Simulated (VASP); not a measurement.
Set up this calculation in VASP 6.6.1, as the native input.

```
Task                   : single point
Functional             : PBE
Potentials or basis    : VASP PAW PBE potentials, release 64 (Na_pv, Cl)
Cutoff                 : 500 eV
k mesh                 : 1 × 1 × 1, shifted
Occupations            : gaussian, width 0.1 eV
Spin                   : no spin polarisation
Hubbard terms          : Cl p U = 6.2 eV
Dipole correction      : no
Further INCAR settings : ALGO = Normal; EDIFF = 1e-06; NBANDS = 14
```

The structure of NaCl lies in POSCAR:

```
NaCl
1.0
    3.4869476009      0.0000000000      0.0000000000
    0.0000000000      3.4869476009      0.0000000000
    0.0000000000      0.0000000000      3.4869476009
Na Cl
1 1
Direct
    0.0000000000      0.0000000000      0.0000000000
    0.5000000000      0.5000000000      0.5000000000
```

One way to write it, as run:

INCAR

```
  ALGO = Normal
  EDIFF = 1E-6
  ENCUT = 500
  GGA = PE
  GGA_COMPAT = False
  ISIF = 2
  ISMEAR = 0
  LASPH = True
  LCHARG = True
  LDAU = True
  LDAUJ = 0 0
  LDAUL = -1 1
  LDAUPRINT = 1
  LDAUTYPE = 2
  LDAUU = 0 6.2
  LELF = True
  LREAL = False
  LVHAR = True
  LWAVE = False
  NBANDS = 14
  NELM = 200
  PREC = Accurate
  SIGMA = 0.1
```

KPOINTS

```
Automatic mesh
0
Gamma
  1 1 1
  0 0 0.5
```

Potentials or basis: VASP PAW PBE potentials, release 64 (Na_pv, Cl).

Launch:

```sh
$ cat potpaw_PBE.64/Na_pv/POTCAR potpaw_PBE.64/Cl/POTCAR > POTCAR
$ mpirun -np 1 vasp_std > vasp.out
```

It gave:

| Item | Value |
| --- | --- |
| Pressure | 6.4 GPa |

Caveat: the k points lie up to 1.80 Å⁻¹ apart.

Wall time 2.9 s on 1 thread of Intel(R) Xeon(R) 6975P-C (Granite Rapids), with other jobs on the host, peak memory 0.14 GiB.
